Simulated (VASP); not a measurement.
# CeO2 (Fm-3m) in VASP: further runs

CeO2 is run at these levels: r2SCAN-based global hybrid with 50 % exact exchange, LDA, PBEsol; tasks: single point.

Everything below comes from runs of VASP 6.6.1. Logs are shortened: lines on timing, memory, paths and dates and some standing lists are left out, and cuts for length are marked.

**1. The cell of the first run**

It takes space group Fm-3m (No. 225, cubic). Conventional cell: a = 5.407 Å, b = 5.407 Å, c = 5.407 Å, α = 90.00°, β = 90.00°, γ = 90.00°. Within 3.1 Å of Ce (site symmetry m-3m) lie 8 O at 2.34 Å. Within 3.1 Å of O (site symmetry -43m) lie 4 Ce at 2.34 Å and 6 O at 2.70 Å.

**2. Single point, r2SCAN-based global hybrid with 50 % exact exchange, collinear spin, ferromagnetic start**

POSCAR reads:

```
CeO2
1.0
    0.0000000000      2.7036500000      2.7036500000
    2.7036500000      0.0000000000      2.7036500000
    2.7036500000      2.7036500000      0.0000000000
Ce O
1 2
Direct
    0.0000000000      0.0000000000      0.0000000000
    0.7500000000      0.7500000000      0.7500000000
    0.2500000000      0.2500000000      0.2500000000
```

INCAR.step1 reads:

```
ALGO = Normal
EDIFF = 1E-5
ENCUT = 800
GGA = PE
GGA_COMPAT = F
ISIF = 2
ISMEAR = -1
ISPIN = 2
KPAR = 4
LASPH = T
LMAXMIX = 6
LORBIT = 11
LREAL = F
LWAVE = T
MAGMOM = 1 0 0
NBANDS = 23
NELM = 200
PREC = Accurate
SIGMA = 0.05
```

INCAR.step2 reads:

```
AEXX = 0.5
ALGO = Normal
EDIFF = 1E-6
ENCUT = 800
GGA_COMPAT = F
ISIF = 2
ISMEAR = -1
ISPIN = 2
ISTART = 1
KPAR = 4
LASPH = T
LCHARG = T
LHFCALC = T
LMAXMIX = 6
LMIXTAU = T
LORBIT = 11
LREAL = F
LVHAR = T
LWAVE = F
MAGMOM = 1 0 0
METAGGA = R2SCAN
NBANDS = 23
NELM = 200
PREC = Accurate
PRECFOCK = Normal
SIGMA = 0.05
```

KPOINTS reads:

```
k-points
0
Gamma
  5 5 5
```

Potentials or basis: VASP PAW PBE potentials, release 64 (Ce, O).

Command:

```
> cat potpaw_PBE.64/Ce/POTCAR potpaw_PBE.64/O/POTCAR > POTCAR
> cp INCAR.step1 INCAR
> mpirun -np 4 vasp_std > vasp.out
> cp INCAR.step2 INCAR
> mpirun -np 4 vasp_std > vasp.out
```

OUTCAR:

```text
AEXX = 0.5
   EDIFF = 1E-6
   ENCUT = 800
   ISIF = 2
   ISMEAR = -1
   ISPIN = 2
   ISTART = 1
   LASPH = T
   LHFCALC = T
   LORBIT = 11
   LREAL = F
   METAGGA = R2SCAN
   NELM = 200
   PREC = Accurate
   PRECFOCK = Normal

 ion  position               nearest neighbor table
   1  0.000  0.000  0.000-   2 2.34   2 2.34   2 2.34   2 2.34   3 2.34   3 2.34   3 2.34   3 2.34

   2  0.750  0.750  0.750-   1 2.34   1 2.34   1 2.34   1 2.34
   3  0.250  0.250  0.250-   1 2.34   1 2.34   1 2.34   1 2.34

  LATTYP: Found a face centered cubic cell.
 ALAT       =     5.4073000000

  Lattice vectors:

 A1 = (   0.0000000000,   2.7036500000,   2.7036500000)
 A2 = (   2.7036500000,   0.0000000000,   2.7036500000)
 A3 = (   2.7036500000,   2.7036500000,   0.0000000000)

Analysis of symmetry for initial positions (statically):
=====================================================================
 Subroutine PRICEL returns:
 Original cell was already a primitive cell.

 Routine SETGRP: Setting up the symmetry group for a
 face centered cubic supercell.

 Subroutine GETGRP returns: Found 48 space group operations
 (whereof 48 operations were pure point group operations)
 out of a pool of 48 trial point group operations.

The static configuration has the point symmetry O_h .

Analysis of symmetry for dynamics (positions and initial velocities):
=====================================================================
 Subroutine PRICEL returns:
 Original cell was already a primitive cell.

 Routine SETGRP: Setting up the symmetry group for a
 face centered cubic supercell.

 Subroutine GETGRP returns: Found 48 space group operations
 (whereof 48 operations were pure point group operations)
 out of a pool of 48 trial point group operations.

The dynamic configuration has the point symmetry O_h .

Analysis of structural, dynamic, and magnetic symmetry:
=====================================================================
 Subroutine PRICEL returns:
 Original cell was already a primitive cell.

 Routine SETGRP: Setting up the symmetry group for a
 face centered cubic supercell.

 Subroutine GETGRP returns: Found 48 space group operations
 (whereof 48 operations were pure point group operations)
 out of a pool of 48 trial point group operations.

The overall configuration has the point symmetry O_h .

 Subroutine INISYM returns: Found 48 space group operations
 (whereof 48 operations are pure point group operations),
 and found     1 'primitive' translations

----------------------------------------------------------------------------------------

                                     Primitive cell

  volume of cell :      39.5259

  direct lattice vectors                    reciprocal lattice vectors
     0.000000000  2.703650000  2.703650000    -0.184935180  0.184935180  0.184935180
     2.703650000  0.000000000  2.703650000     0.184935180 -0.184935180  0.184935180
     2.703650000  2.703650000  0.000000000     0.184935180  0.184935180 -0.184935180

  length of vectors
     3.823538498  3.823538498  3.823538498     0.320317128  0.320317128  0.320317128

  position of ions in fractional coordinates (direct lattice)
     0.000000000  0.000000000  0.000000000
     0.750000000  0.750000000  0.750000000
     0.250000000  0.250000000  0.250000000

  ion indices of the primitive-cell ions
   primitive index   ion index
                 1           1
                 2           2
                 3           3

----------------------------------------------------------------------------------------

 KPOINTS: k-points

Automatic generation of k-mesh.
 Grid dimensions read from file:
 generate k-points for:    5    5    5

 Generating k-lattice:

  Cartesian coordinates                     Fractional coordinates (reciprocal lattice)
    -0.036987036  0.036987036  0.036987036     0.200000000  0.000000000  0.000000000
     0.036987036 -0.036987036  0.036987036     0.000000000  0.200000000  0.000000000
     0.036987036  0.036987036 -0.036987036     0.000000000  0.000000000  0.200000000

  Length of vectors
     0.064063426  0.064063426  0.064063426

  Shift w.r.t. Gamma in fractional coordinates (k-lattice)
     0.000000000  0.000000000  0.000000000

 Subroutine IBZKPT returns following result:
 ===========================================

 Found     10 irreducible k-points:

 Following reciprocal coordinates:
            Coordinates               Weight
  0.000000  0.000000  0.000000      1.000000
  0.200000  0.000000  0.000000      8.000000
  0.400000  0.000000  0.000000      8.000000
  0.200000  0.200000  0.000000      6.000000
  0.400000  0.200000  0.000000     24.000000
 -0.400000  0.200000  0.000000     24.000000
 -0.200000  0.200000  0.000000     12.000000
  0.400000  0.400000  0.000000      6.000000
 -0.400000  0.400000  0.000000     12.000000
 -0.400000  0.400000  0.200000     24.000000
   k-points           NKPTS =     10   k-points in BZ     NKDIM =    125   number of bands    NBANDS=     23
   number of dos      NEDOS =    301   number of ions     NIONS =      3
   total plane-waves  NPLWV =  46656
   dimension x,y,z NGX =    36 NGY =   36 NGZ =   36
   dimension x,y,z NGXF=    72 NGYF=   72 NGZF=   72
   ions per type =               1   2
   NGX,Y,Z   is equivalent  to a cutoff of  15.65, 15.65, 15.65 a.u.
   NGXF,Y,Z  is equivalent  to a cutoff of  31.31, 31.31, 31.31 a.u.
 SYSTEM =  unknown system
   PREC   = accura    normal or accurate (medium, high low for compatibility)
   ISTART =      1    job   : 0-new  1-cont  2-samecut
   ICHARG =      0    charge: 1-file 2-atom 10-const
   ISPIN  =      2    spin polarized calculation?
   LNONCOLLINEAR =      F non collinear calculations
   LSORBIT =      F    spin-orbit coupling
   LASPH  =      T    aspherical Exc in radial PAW
   ENCUT  =  800.0 eV  58.80 Ry    7.67 a.u.   8.82  8.82  8.82*2*pi/ulx,y,z
   NELM   =    200;   NELMIN=  2; NELMDL=  0     # of ELM steps
   EDIFF  = 0.1E-05   stopping-criterion for ELM
   LREAL  =      F    real-space projection
   EDIFFG = 0.1E-04   stopping-criterion for IOM
   NSW    =      0    number of steps for IOM
   IBRION =     -1    ionic relax: 0-MD 1-quasi-New 2-CG
   NFREE  =      0    steps in history (QN), initial steepest desc. (CG)
   ISIF   =      2    stress and relaxation
   ISYM   =      3    0-nonsym 1-usesym 2-fastsym
   POTIM  = 0.5000    time-step for ionic-motion
   TEBEG  =    0.0;   TEEND  =   0.0 temperature during run
   PSTRESS=    0.0 pullay stress
   NELECT =      24.0000    total number of electrons
   NUPDOWN=      -1.0000    fix difference up-down
   EMIN   =  10.00;   EMAX   =-10.00  energy-range for DOS
   EFERMI =   0.00;   METHOD = LEGACY
   ISMEAR =    -1;   SIGMA  =   0.05  broadening in eV -4-tet -1-fermi 0-gaus
   EFERMI_NEDOS =   21; number of points for ismear=-14 and -15
   IALGO  =     38    algorithm
   IMIX   =      1    mixing-type and parameters
     AMIX     =   0.40;   BMIX     =  1.00
     AMIX_MAG =   1.60;   BMIX_MAG =  1.00
  volume/ion in A,a.u.               =      13.18        88.91
  Fermi-wavevector in a.u.,A,eV,Ry     =   1.386282  2.619692 26.147357  1.921777
  Thomas-Fermi vector in A             =   2.510612
   LORBIT       =     11    0 simple, 1 ext, 2 COOP (PROOUT), +10 PAW based schemes
   METAGGA = R2SCAN    functional components
   LHFCALC =     T    Hartree Fock is set to
   PRECFOCK=normal    Normal, Fast or Accurate (Low or Medium for compatibility)
   ENCUT4O =  -1.0   cutoff for four orbital integrals eV
   NKREDX  =     1    reduce k-point grid by
   NKREDY  =     1    reduce k-point grid by
   NKREDZ  =     1    reduce k-point grid by
   AEXX    =    0.5000 exact exchange contribution
   HFSCREEN=    0.0000 screening length (either q_TF or 0.3 A-1)
   HFSCREENC=   0.0000 screening length for correlation (either q_TF or 0.3 A-1)
   ENCUTFOCK=  -1.0 apply spherical cutoff to Coloumb kernel
   IVDW    =     0    specifies the selected vdW correction
   LEPSILON=     F    determine dielectric tensor
   LRPA    =     F    only Hartree local field effects (RPA)
 spin polarized calculation
  energy-cutoff  :      800.00
  volume of cell :       39.53
 maximum number of plane-waves:      2085
  NGX = 28; NGY = 28; NGZ = 28

 number of electron      23.9999999 magnetization       0.0000000

 number of electron      23.9999999 magnetization      -0.0000000

 Free energy of the ion-electron system (eV)
  ---------------------------------------------------
  ext. energy  EPLUGINS =         0.00000000
  ---------------------------------------------------
  free energy    TOTEN  =       -56.92141767 eV

  energy without entropy =      -56.92141767  energy(sigma->0) =      -56.92141767

 E-fermi :   3.8165     XC(G=0):  -6.7500

 val. band max:        2.6828956467   @ k =  -0.2000   0.2000   0.0000
 cond. band min:      10.2382363096   @ k =  -0.4000   0.2000   0.0000
 fundamental gap:      7.5553406629
 Fermi energy:         3.8165319821

 spin component 1

 k-point     1 :       0.0000    0.0000    0.0000
  band No.  band energies     occupation
      1     -35.7252      1.00000
      2     -17.1444      1.00000
      3     -16.0000      1.00000
      4     -14.9817      1.00000
      5     -14.9817      1.00000
      6     -14.9817      1.00000
[... 233 lines left out ...]
      6     -12.5898      1.00000
[... 15 lines left out ...]
     22      16.3686      0.00000
     23      16.7664      0.00000
 Fermi energy:         3.8165319821

 spin component 2

 k-point     1 :       0.0000    0.0000    0.0000
  band No.  band energies     occupation
      1     -35.7252      1.00000
      2     -17.1444      1.00000
      3     -16.0000      1.00000
      4     -14.9817      1.00000
      5     -14.9817      1.00000
      6     -14.9817      1.00000
[... 249 lines left out ...]
     22      16.3686      0.00000
     23      16.7664      0.00000

------------------------ aborting loop because EDIFF is reached ----------------------------------------

  FORCE on cell =-STRESS in cart. coord.  units (eV):
  Direction    XX          YY          ZZ          XY          YZ          ZX
  --------------------------------------------------------------------------------------
  -------------------------------------------------------------------------------------
  Total       -1.5439818     -1.5439818     -1.5439818     -0.0000000      0.0000000      0.0000000
  in kB      -62.5851582    -62.5851582    -62.5851582     -0.0000000      0.0000000      0.0000000
  external PRESSURE =     -62.5851582 kB  Pullay stress =       0.0000000 kB

 VOLUME and BASIS-vectors are now :
 -----------------------------------------------------------------------------
  energy-cutoff  :      800.00
  volume of cell :       39.53
      direct lattice vectors                 reciprocal lattice vectors
     0.000000000  2.703650000  2.703650000    -0.184935180  0.184935180  0.184935180
     2.703650000  0.000000000  2.703650000     0.184935180 -0.184935180  0.184935180
     2.703650000  2.703650000  0.000000000     0.184935180  0.184935180 -0.184935180

 POSITION                                       TOTAL-FORCE (eV/Angst)
 -----------------------------------------------------------------------------------
      0.00000      0.00000      0.00000        -0.000000     -0.000000     -0.000000
      4.05548      4.05548      4.05548         0.000000      0.000000      0.000000
      1.35183      1.35183      1.35183        -0.000000     -0.000000      0.000000
 -----------------------------------------------------------------------------------
    total drift:                                0.000000     -0.000000      0.000000

  FREE ENERGIE OF THE ION-ELECTRON SYSTEM (eV)
  ---------------------------------------------------
  free  energy   TOTEN  =       -56.9214176659 eV

  energy  without entropy=      -56.9214176659  energy(sigma->0) =      -56.92141767

 total charge

# of ion       s       p       d       f       tot
--------------------------------------------------
    1        2.045   5.878   0.884   0.571   9.378
    2        1.577   3.553   0.000   0.000   5.131
    3        1.577   3.553   0.000   0.000   5.131
--------------------------------------------------
tot          5.199  12.985   0.884   0.571  19.639

 magnetization (x)

# of ion       s       p       d       f       tot
--------------------------------------------------
    1       -0.000  -0.000   0.000   0.000  -0.000
    2        0.000  -0.000   0.000   0.000  -0.000
    3        0.000  -0.000   0.000   0.000  -0.000
--------------------------------------------------
tot         -0.000  -0.000   0.000   0.000  -0.000
```

Wall time 55 min (4 MPI ranks of AMD EPYC 7R13 (Zen 3), shared host); peak memory 0.3 GiB.

Results:

```yaml
Free_energy: -56.9214 eV
Pressure: -6.3 GPa
Band_gap_on_the_k_mesh: 7.56 eV (least direct gap 7.73 eV)
Net_moment: 0.00 μB per cell
Valence_electrons_inside_the_program's_atomic_spheres: Ce 9.38; O 5.13
```

Levels at points of the mesh, in eV from the valence-band top:
Spin up:
```tsv
k point	band 8	band 9	band 10	band 11	band 12	band 13	band 14	band 15	band 16	band 17
(0.00, 0.00, 0.00)	-4.75	-4.75	-0.52	-0.52	-0.52	8.09	8.20	8.20	8.20	8.67
```
Spin down:
```
           k point  band 9  band 10  band 11  band 12  band 13  band 14  band 15  band 16
(0.00, 0.00, 0.00)   -4.75    -0.52    -0.52    -0.52     8.09     8.20     8.20     8.20
```

Caveat: the magnetic or orbital state may not be the lowest; the cell stands under tension; the moments typed at the start vanished in this run; the PAW data sets were made with another functional, which shifts forces and pressure a little; spin-orbit coupling is left out, which moves the levels of the heavy elements; an odd mesh through Γ misses points on the zone boundary, where band edges can lie.

**3. Single point, LDA, collinear spin, ferromagnetic start**

This run uses another cell than the first one, of 12.38 Å³/atom.

INCAR reads:

```
SYSTEM = CeO2
PREC = Accurate ; ENCUT = 520
EDIFF = 1E-7 ; ISMEAR = -1
SIGMA = 0.05 ; LREAL = .False.
LASPH = .True. ; NELM = 150
ALGO = Normal ; ISIF = 2
LWAVE = .False. ; LCHARG = .False.
ISPIN = 2 ; MAGMOM = 1 0 0
LORBIT = 11 ; LMAXMIX = 6
NBANDS = 23
```

KPOINTS reads:

```
regular mesh
0
Gamma
  9 9 9
  0 0 0
```

POSCAR reads:

```
CeO2
1.0
    0.0000000000      2.6484579828      2.6484579828
    2.6484579828      0.0000000000      2.6484579828
    2.6484579828      2.6484579828      0.0000000000
Ce O
1 2
Direct
    0.0000000000      0.0000000000      0.0000000000
    0.7500000000      0.7500000000      0.7500000000
    0.2500000000      0.2500000000      0.2500000000
```

Potentials or basis: VASP PAW LDA potentials, release 64 (Ce, O).

Command:

```
> cat potpaw_LDA.64/Ce/POTCAR potpaw_LDA.64/O/POTCAR > POTCAR
> mpirun -np 1 vasp_std > vasp.out
```

Wall time 80 s (1 thread of AMD EPYC 9R45 (Zen 5), shared host); peak memory 0.17 GiB.

It converged, with:

| Property | Result |
| --- | --- |
| Free energy | -28.8170 eV |
| Pressure | 8.1 GPa |
| Band gap on the k mesh | 2.11 eV (least direct gap 2.18 eV) |
| Net moment | 0.00 μB per cell |
| Valence electrons inside the program's atomic spheres | Ce 9.87; O 5.02 |

Levels at points of the mesh, in eV from the valence-band top:
Spin up:
```csv
k point,band 9,band 10,band 11,band 12,band 13,band 14,band 15,band 16
"(0.00, 0.00, 0.00)",-4.29,-0.73,-0.73,-0.73,2.47,2.47,2.47,2.80
```
Spin down:
```csv
k point,band 10,band 11,band 12,band 13,band 14,band 15
"(0.00, 0.00, 0.00)",-0.73,-0.73,-0.73,2.47,2.47,2.47
```

Caveat: the magnetic or orbital state may not be the lowest; the cell stands under pressure; the moments typed at the start vanished in this run; spin-orbit coupling is left out, which moves the levels of the heavy elements; an odd mesh through Γ misses points on the zone boundary, where band edges can lie.

**4. Single point, LDA, collinear spin, ferromagnetic start**

This run uses another cell than the first one, of 12.65 Å³/atom.

INCAR reads:

```
SYSTEM = CeO2
  ALGO = Normal
  EDIFF = 1E-6
  ENCUT = 520
  GGA = CA
  ISIF = 2
  ISMEAR = -1
  ISPIN = 2
  LASPH = .True.
  LCHARG = .True.
  LELF = .True.
  LMAXMIX = 6
  LORBIT = 11
  LREAL = .False.
  LVHAR = .True.
  LWAVE = .False.
  MAGMOM = 1 0 0
  NBANDS = 23
  NELM = 150
  PREC = Accurate
  SIGMA = 0.05
```

KPOINTS reads:

```
k-points
0
Gamma
  9 9 9
  0 0 0
```

POSCAR reads:

```
CeO2
1.0
    0.0000000000      2.6671097099      2.6671097099
    2.6671097099      0.0000000000      2.6671097099
    2.6671097099      2.6671097099      0.0000000000
Ce O
1 2
Direct
    0.0000000000      0.0000000000      0.0000000000
    0.7500000000      0.7500000000      0.7500000000
    0.2500000000      0.2500000000      0.2500000000
```

Command:

```
> cat potpaw_LDA.64/Ce/POTCAR potpaw_LDA.64/O/POTCAR > POTCAR
> mpirun -np 1 vasp_std > vasp.out
```

Wall time 88 s (1 thread of AMD EPYC 9R45 (Zen 5), shared host); peak memory 0.16 GiB.

The run converged. Its results:

```yaml
Free_energy: -28.8466 eV
Pressure: 3.3 GPa
Band_gap_on_the_k_mesh: 2.05 eV (least direct gap 2.12 eV)
Net_moment: 0.00 μB per cell
Valence_electrons_inside_the_program's_atomic_spheres: Ce 9.82; O 5.01
```

Levels at points of the mesh, in eV from the valence-band top:
Spin up:
| k point | band 9 | band 10 | band 11 | band 12 | band 13 | band 14 | band 15 | band 16 |
| --- | --- | --- | --- | --- | --- | --- | --- | --- |
| (0.00, 0.00, 0.00) | -4.15 | -0.69 | -0.69 | -0.69 | 2.39 | 2.39 | 2.39 | 2.70 |
Spin down:
```csv
k point,band 10,band 11,band 12,band 13,band 14,band 15
"(0.00, 0.00, 0.00)",-0.69,-0.69,-0.69,2.39,2.39,2.39
```

Caveat: the magnetic or orbital state may not be the lowest; the cell stands under pressure; the moments typed at the start vanished in this run; spin-orbit coupling is left out, which moves the levels of the heavy elements; an odd mesh through Γ misses points on the zone boundary, where band edges can lie. LDA gaps usually lie below the measured ones, often by a third to a half.

(Continued in part 2 of 2.)
